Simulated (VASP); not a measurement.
CsI: single point with PBEsol

CsI:

```
Cs I
1.0
     4.23119    0.00000    0.00000
     0.00000    4.23119    0.00000
     0.00000    0.00000    4.23119
Cs I
1 1
Direct
  0.00000 0.00000 0.00000
  0.50000 0.50000 0.50000
```

* Program: VASP 6.6.1
* Task: single point
* Functional: PBEsol
* Potentials or basis: VASP PAW PBE potentials, release 64 (Cs_sv, I)
* Cutoff: 500 eV
* k mesh: 6 × 6 × 6
* Occupations: gaussian, width 0.01 eV
* Spin: no spin polarisation
* Dipole correction: no
* Further INCAR settings: ALGO = Normal; EDIFF = 1e-06; NBANDS = 15

| Quantity | Value |
| --- | --- |
| Pressure | 4.1 GPa |
| Band gap on the k mesh | 3.58 eV, indirect (the least direct gap lies 2.9 meV higher) |

Levels at points of the mesh, in eV from the valence-band top:
```
           k point  band 6  band 7  band 8  band 9  band 10  band 11
(0.00, 0.00, 0.00)    0.00    0.00    0.00    3.58     3.58     4.62
(0.50, 0.00, 0.00)   -2.23   -0.42   -0.42    4.88     6.48     7.43
(0.50, 0.50, 0.00)   -0.98   -0.98    0.00    4.01     4.88     6.00
(0.50, 0.50, 0.50)   -2.03   -2.03   -2.03    7.90     7.90     7.90
```

It took 11 s on 1 thread of Intel(R) Xeon(R) Platinum 8488C (Sapphire Rapids) (shared host), peak memory 0.18 GiB.

Caveat: the PAW data sets were made with another functional, which shifts forces and pressure a little; spin-orbit coupling is left out, which moves the levels of the heavy elements. PBEsol gaps usually lie below the measured ones, often by a third to a half.
